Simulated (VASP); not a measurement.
# TiSi2 in VASP: a series of runs

Runs on TiSi2. Level: PBE. Tasks: single point.

All numbers are computed with VASP 6.6.1; they aren't measurements. Logs are shortened: lines on timing, memory, paths and dates and some standing lists are left out, and cuts for length are marked.

## Step 1: The cell of the first run

It takes space group Fddd (No. 70, orthorhombic). The conventional cell has a = 4.971 Å, b = 8.597 Å, c = 8.760 Å, α = 90.00°, β = 90.00°, γ = 90.00°. Within 3.5 Å of Ti (site symmetry 222) lie 10 Si at 2.63 to 2.90 Å and 4 Ti at 3.31 Å. Within 3.4 Å of Si (site symmetry 2) lie 9 Si at 2.60 to 3.31 Å and 5 Ti at 2.63 to 2.90 Å.

## Step 2: Single point, PBE (volume scaled by 1.10, then relaxed in part)

INCAR

```
SYSTEM = TiSi2
PREC = Accurate ; ENCUT = 520
EDIFF = 1E-6 ; ISMEAR = 0
SIGMA = 0.1 ; LREAL = .FALSE.
LASPH = .TRUE. ; NELM = 80
ALGO = Normal ; ISIF = 2
LWAVE = .FALSE. ; LCHARG = .FALSE.
GGA = PE ; NBANDS = 29
```

KPOINTS

```
Automatic mesh
0
G
  10 10 10
  0 0 0
```

POSCAR

```
TiSi2
1.0
    0.0000000000      4.2986868672      4.3801708736
    2.4852728479      0.0000000000      4.3801708736
    2.4852728479      4.2986868672      0.0000000000
Ti Si
2 4
Direct
    0.7500000000      0.7500000000      0.7500000000
    0.5000000000      0.5000000000      0.5000000000
    0.0873941868      0.4126058132      0.0873941868
    0.4126058132      0.0873941868      0.4126058132
    0.1626058132      0.8373941868      0.1626058132
    0.8373941868      0.1626058132      0.8373941868
```

Potentials or basis: VASP PAW PBE potentials, release 64 (Ti_sv, Si).

Launch:

```
> cat potpaw_PBE.64/Ti_sv/POTCAR potpaw_PBE.64/Si/POTCAR > POTCAR
> mpirun -np 1 vasp_std > vasp.out
```

OUTCAR:

```text
SYSTEM = TiSi2
   PREC = Accurate
   ENCUT = 520
   EDIFF = 1E-6
   ISMEAR = 0
   LREAL = .FALSE.
   LASPH = .TRUE.
   NELM = 80
   ISIF = 2
   GGA = PE

 ion  position               nearest neighbor table
   1  0.750  0.750  0.750-   5 2.63   5 2.63   6 2.63   6 2.63   4 2.85   4 2.85   3 2.85   3 2.85
                             3 2.90   4 2.90
   2  0.500  0.500  0.500-   3 2.63   3 2.63   4 2.63   4 2.63   5 2.85   5 2.85   6 2.85   6 2.85
                             5 2.90   6 2.90
   3  0.087  0.413  0.087-   5 2.60   5 2.60   2 2.63   2 2.63   4 2.80   1 2.85   1 2.85   1 2.90
                             4 2.90   4 2.90
   4  0.413  0.087  0.413-   6 2.60   6 2.60   2 2.63   2 2.63   3 2.80   1 2.85   1 2.85   1 2.90
                             3 2.90   3 2.90
   5  0.163  0.837  0.163-   3 2.60   3 2.60   1 2.63   1 2.63   6 2.80   2 2.85   2 2.85   2 2.90
                             6 2.90   6 2.90
   6  0.837  0.163  0.837-   4 2.60   4 2.60   1 2.63   1 2.63   5 2.80   2 2.85   2 2.85   2 2.90
                             5 2.90   5 2.90

  LATTYP: Found a face centered orthorhombic cell.
 ALAT       =     4.9705456958
 B/A-ratio  =     1.7296639565
 C/A-ratio  =     1.7624507013

  Lattice vectors:

 A1 = (   0.0000000000,   4.2986868672,   4.3801708736)
 A2 = (   2.4852728479,   0.0000000000,   4.3801708736)
 A3 = (   2.4852728479,   4.2986868672,   0.0000000000)

Analysis of symmetry for initial positions (statically):
=====================================================================
 Subroutine PRICEL returns:
 Original cell was already a primitive cell.

 Routine SETGRP: Setting up the symmetry group for a
 face centered orthorhombic supercell.

 Subroutine GETGRP returns: Found  8 space group operations
 (whereof  4 operations were pure point group operations)
 out of a pool of  8 trial point group operations.

The static configuration has the point symmetry D_2 .
 The point group associated with its full space group is D_2h.

Analysis of symmetry for dynamics (positions and initial velocities):
=====================================================================
 Subroutine PRICEL returns:
 Original cell was already a primitive cell.

 Routine SETGRP: Setting up the symmetry group for a
 face centered orthorhombic supercell.

 Subroutine GETGRP returns: Found  8 space group operations
 (whereof  4 operations were pure point group operations)
 out of a pool of  8 trial point group operations.

The dynamic configuration has the point symmetry D_2 .
 The point group associated with its full space group is D_2h.

 Subroutine INISYM returns: Found  8 space group operations
 (whereof  4 operations are pure point group operations),
 and found     1 'primitive' translations

----------------------------------------------------------------------------------------

                                     Primitive cell

  volume of cell :      93.5903

  direct lattice vectors                    reciprocal lattice vectors
     0.000000000  4.298686867  4.380170874    -0.201185154  0.116314590  0.114150798
     2.485272848  0.000000000  4.380170874     0.201185154 -0.116314590  0.114150798
     2.485272848  4.298686867  0.000000000     0.201185154  0.116314590 -0.114150798

  length of vectors
     6.137149637  5.036117355  4.965409340     0.258911094  0.258911094  0.258911094

  position of ions in fractional coordinates (direct lattice)
     0.750000000  0.750000000  0.750000000
     0.500000000  0.500000000  0.500000000
     0.087394187  0.412605813  0.087394187
     0.412605813  0.087394187  0.412605813
     0.162605813  0.837394187  0.162605813
     0.837394187  0.162605813  0.837394187

  ion indices of the primitive-cell ions
   primitive index   ion index
                 1           1
                 2           2
                 3           3
                 4           4
                 5           5
                 6           6

----------------------------------------------------------------------------------------

 KPOINTS: Automatic mesh

Automatic generation of k-mesh.
 Grid dimensions read from file:
 generate k-points for:   10   10   10

 Generating k-lattice:

  Cartesian coordinates                     Fractional coordinates (reciprocal lattice)
    -0.020118515  0.011631459  0.011415080     0.100000000 -0.000000000 -0.000000000
     0.020118515 -0.011631459  0.011415080     0.000000000  0.100000000  0.000000000
     0.020118515  0.011631459 -0.011415080     0.000000000  0.000000000  0.100000000

  Length of vectors
     0.025891109  0.025891109  0.025891109

  Shift w.r.t. Gamma in fractional coordinates (k-lattice)
     0.000000000  0.000000000  0.000000000

 Subroutine IBZKPT returns following result:
 ===========================================

 Found    171 irreducible k-points:

 Following reciprocal coordinates:
            Coordinates               Weight
  0.000000  0.000000  0.000000      1.000000
  0.100000  0.000000  0.000000      8.000000
  0.200000  0.000000  0.000000      8.000000
  0.300000  0.000000 -0.000000      8.000000
  0.400000  0.000000 -0.000000      8.000000
  0.500000  0.000000  0.000000      4.000000
[... 16 lines left out ...]
  0.300000  0.300000  0.000000      2.000000
  0.400000  0.300000 -0.000000      8.000000
 [... further k-points ...]
   k-points           NKPTS =    171   k-points in BZ     NKDIM =    171   number of bands    NBANDS=     29
   number of dos      NEDOS =    301   number of ions     NIONS =      6
   total plane-waves  NPLWV =  76800
   dimension x,y,z NGX =    48 NGY =   40 NGZ =   40
   dimension x,y,z NGXF=    96 NGYF=   80 NGZF=   80
   ions per type =               2   4
   NGX,Y,Z   is equivalent  to a cutoff of  13.00, 13.20, 13.39 a.u.
   NGXF,Y,Z  is equivalent  to a cutoff of  26.00, 26.41, 26.78 a.u.
 SYSTEM =  TiSi2
   PREC   = accura    normal or accurate (medium, high low for compatibility)
   ISTART =      0    job   : 0-new  1-cont  2-samecut
   ICHARG =      2    charge: 1-file 2-atom 10-const
   ISPIN  =      1    spin polarized calculation?
   LNONCOLLINEAR =      F non collinear calculations
   LSORBIT =      F    spin-orbit coupling
   LASPH  =      T    aspherical Exc in radial PAW
   ENCUT  =  520.0 eV  38.22 Ry    6.18 a.u.  11.41  9.36  9.23*2*pi/ulx,y,z
   NELM   =     80;   NELMIN=  2; NELMDL= -5     # of ELM steps
   EDIFF  = 0.1E-05   stopping-criterion for ELM
   LREAL  =      F    real-space projection
   EDIFFG = 0.1E-04   stopping-criterion for IOM
   NSW    =      0    number of steps for IOM
   IBRION =     -1    ionic relax: 0-MD 1-quasi-New 2-CG
   NFREE  =      0    steps in history (QN), initial steepest desc. (CG)
   ISIF   =      2    stress and relaxation
   ISYM   =      2    0-nonsym 1-usesym 2-fastsym
   POTIM  = 0.5000    time-step for ionic-motion
   TEBEG  =    0.0;   TEEND  =   0.0 temperature during run
   PSTRESS=    0.0 pullay stress
   NELECT =      40.0000    total number of electrons
   NUPDOWN=      -1.0000    fix difference up-down
   EMIN   =  10.00;   EMAX   =-10.00  energy-range for DOS
   EFERMI =   0.00;   METHOD = LEGACY
   ISMEAR =     0;   SIGMA  =   0.10  broadening in eV -4-tet -1-fermi 0-gaus
   EFERMI_NEDOS =   21; number of points for ismear=-14 and -15
   IALGO  =     38    algorithm
   IMIX   =      4    mixing-type and parameters
     AMIX     =   0.40;   BMIX     =  1.00
     AMIX_MAG =   1.60;   BMIX_MAG =  1.00
  volume/ion in A,a.u.               =      15.60       105.26
  Fermi-wavevector in a.u.,A,eV,Ry     =   1.233156  2.330326 20.690006  1.520673
  Thomas-Fermi vector in A             =   2.367897
   LORBIT       =      0    0 simple, 1 ext, 2 COOP (PROOUT), +10 PAW based schemes
   GGA     = PE    functional components
   LHFCALC =     F    Hartree Fock is set to
   AEXX    =    0.0000 exact exchange contribution
   IVDW    =     0    specifies the selected vdW correction
   LEPSILON=     F    determine dielectric tensor
   LRPA    =     F    only Hartree local field effects (RPA)
 non-spin polarized calculation
 Gauss-broadening in eV      SIGMA  =   0.10
  energy-cutoff  :      520.00
  volume of cell :       93.59
 maximum number of plane-waves:      2547
 NGX is ok and might be reduce to    48
   NGX = 23   NGY = 19   NGZ = 19

 number of electron      40.0000001 magnetization

 Free energy of the ion-electron system (eV)
  ---------------------------------------------------
  ext. energy  EPLUGINS =         0.00000000
  ---------------------------------------------------
  free energy    TOTEN  =       -40.39819109 eV

  energy without entropy =      -40.38682363  energy(sigma->0) =      -40.39250736

 E-fermi :   8.8956     XC(G=0): -11.2534

 val. band max:        8.8955710887   @ k =  -0.1000   0.2000   0.3000
 cond. band min:       8.9039896365   @ k =  -0.2000   0.3000   0.2000
 fundamental gap:      0.0084185477
 Fermi energy:         8.8956384689

 k-point     1 :       0.0000    0.0000    0.0000
  band No.  band energies     occupation
      1     -47.7077      2.00000
      2     -47.6906      2.00000
      3     -24.0470      2.00000
      4     -24.0093      2.00000
      5     -23.9707      2.00000
      6     -23.9675      2.00000
[... 21 lines left out ...]
     28      12.1984      0.00000
     29      12.2095      0.00000

 k-point     2 :       0.1000    0.0000    0.0000
  band No.  band energies     occupation
      1     -47.7074      2.00000
      2     -47.6909      2.00000
      3     -24.0464      2.00000
      4     -24.0099      2.00000
      5     -23.9740      2.00000
      6     -23.9645      2.00000
[... 21 lines left out ...]
     28      12.2859      0.00000
     29      12.2976      0.00000

 k-point     3 :       0.2000    0.0000    0.0000
  band No.  band energies     occupation
      1     -47.7065      2.00000
      2     -47.6918      2.00000
      3     -24.0449      2.00000
      4     -24.0112      2.00000
      5     -23.9791      2.00000
      6     -23.9604      2.00000
[... 21 lines left out ...]
     28      12.3390      0.00000
     29      12.5984      0.00000

 k-point     4 :       0.3000    0.0000   -0.0000
  band No.  band energies     occupation
      1     -47.7052      2.00000
      2     -47.6930      2.00000
      3     -24.0433      2.00000
      4     -24.0124      2.00000
      5     -23.9847      2.00000
      6     -23.9575      2.00000
[... 21 lines left out ...]
     28      12.3579      0.00000
     29      12.9008      0.00000

 k-point     5 :       0.4000    0.0000   -0.0000
  band No.  band energies     occupation
      1     -47.7039      2.00000
      2     -47.6943      2.00000
      3     -24.0422      2.00000
      4     -24.0128      2.00000
      5     -23.9895      2.00000
      6     -23.9567      2.00000
[... 21 lines left out ...]
     28      12.4991      0.00000
     29      13.0001      0.00000
[... 510 lines left out ...]
     28      12.3000      0.00000
     29      12.9158      0.00000

 k-point    22 :      -0.2000    0.2000    0.0000
  band No.  band energies     occupation
      1     -47.7047      2.00000
      2     -47.6935      2.00000
      3     -24.0408      2.00000
      4     -24.0213      2.00000
      5     -23.9733      2.00000
      6     -23.9649      2.00000
[... 21 lines left out ...]
     28      12.2427      0.00000
     29      12.8685      0.00000

 k-point    23 :       0.3000    0.3000    0.0000
  band No.  band energies     occupation
      1     -47.7041      2.00000
      2     -47.6941      2.00000
      3     -24.0378      2.00000
      4     -24.0013      2.00000
      5     -23.9940      2.00000
      6     -23.9527      2.00000
[... 21 lines left out ...]
     28      12.5040      0.00000
     29      12.5466      0.00000

 k-point    24 :       0.4000    0.3000   -0.0000
  band No.  band energies     occupation
      1     -47.7029      2.00000
      2     -47.6953      2.00000
      3     -24.0351      2.00000
      4     -24.0078      2.00000
      5     -23.9888      2.00000
      6     -23.9548      2.00000
[... 21 lines left out ...]
     28      12.3961      0.00000
     29      12.5228      0.00000

 [... further k-points ...]

------------------------ aborting loop because EDIFF is reached ----------------------------------------

  FORCE on cell =-STRESS in cart. coord.  units (eV):
  Direction    XX          YY          ZZ          XY          YZ          ZX
  --------------------------------------------------------------------------------------
  -------------------------------------------------------------------------------------
  Total       -6.3073403     -6.2825471     -6.2722984      0.0000000      0.0000000      0.0000000
  in kB     -107.9756703   -107.5512352   -107.3757872      0.0000000      0.0000000      0.0000000
  external PRESSURE =    -107.6342309 kB  Pullay stress =       0.0000000 kB

 VOLUME and BASIS-vectors are now :
 -----------------------------------------------------------------------------
  energy-cutoff  :      520.00
  volume of cell :       93.59
      direct lattice vectors                 reciprocal lattice vectors
     0.000000000  4.298686867  4.380170874    -0.201185154  0.116314590  0.114150798
     2.485272848  0.000000000  4.380170874     0.201185154 -0.116314590  0.114150798
     2.485272848  4.298686867  0.000000000     0.201185154  0.116314590 -0.114150798

 POSITION                                       TOTAL-FORCE (eV/Angst)
 -----------------------------------------------------------------------------------
      3.72791      6.44803      6.57026        -0.000000     -0.000000     -0.000000
      2.48527      4.29869      4.38017         0.000000      0.000000      0.000000
      1.24264      0.75136      2.19009         0.000000      0.000936      0.000000
      1.24264      3.54733      2.19009         0.000000     -0.000936      0.000000
      2.48527      1.39798      4.38017         0.000000     -0.000936      0.000000
      2.48527      7.19939      4.38017         0.000000      0.000936      0.000000
 -----------------------------------------------------------------------------------
    total drift:                               -0.000000     -0.000000     -0.000000

  FREE ENERGIE OF THE ION-ELECTRON SYSTEM (eV)
  ---------------------------------------------------
  free  energy   TOTEN  =       -40.3981910909 eV

  energy  without entropy=      -40.3868236290  energy(sigma->0) =      -40.39250736
```

Wall time 18 min (1 thread of Intel Xeon 8259CL, shared host); peak memory 0.52 GiB.

What came out:

```
Free energy            : -40.3982 eV
Pressure               : -10.8 GPa
Band gap on the k mesh : zero (band 20 reaches 9.54 eV, above the bottom of band 21 at 7.89 eV)
```

Levels at points of the mesh, in eV from the Fermi level:
| k point | band 17 | band 18 | band 19 | band 20 | band 21 | band 22 | band 23 | band 24 |
| --- | --- | --- | --- | --- | --- | --- | --- | --- |
| (0.00, 0.00, 0.00) | -2.06 | -2.01 | -1.74 | -1.30 | -0.81 | 1.82 | 2.66 | 2.67 |
| (0.50, 0.00, 0.00) | -1.71 | -0.94 | 0.02 | 0.15 | 0.81 | 1.23 | 1.50 | 1.95 |
| (0.50, 0.50, 0.00) | -1.54 | -1.54 | -0.83 | -0.83 | 0.78 | 0.78 | 2.79 | 2.79 |
| (0.50, 0.00, 0.50) | -2.15 | -2.15 | -0.81 | -0.81 | 1.09 | 1.09 | 2.75 | 2.75 |
| (0.00, 0.50, 0.50) | -1.07 | -1.07 | -0.63 | -0.63 | 0.82 | 0.82 | 1.97 | 1.97 |

(Part 1 of 2 ends here.)
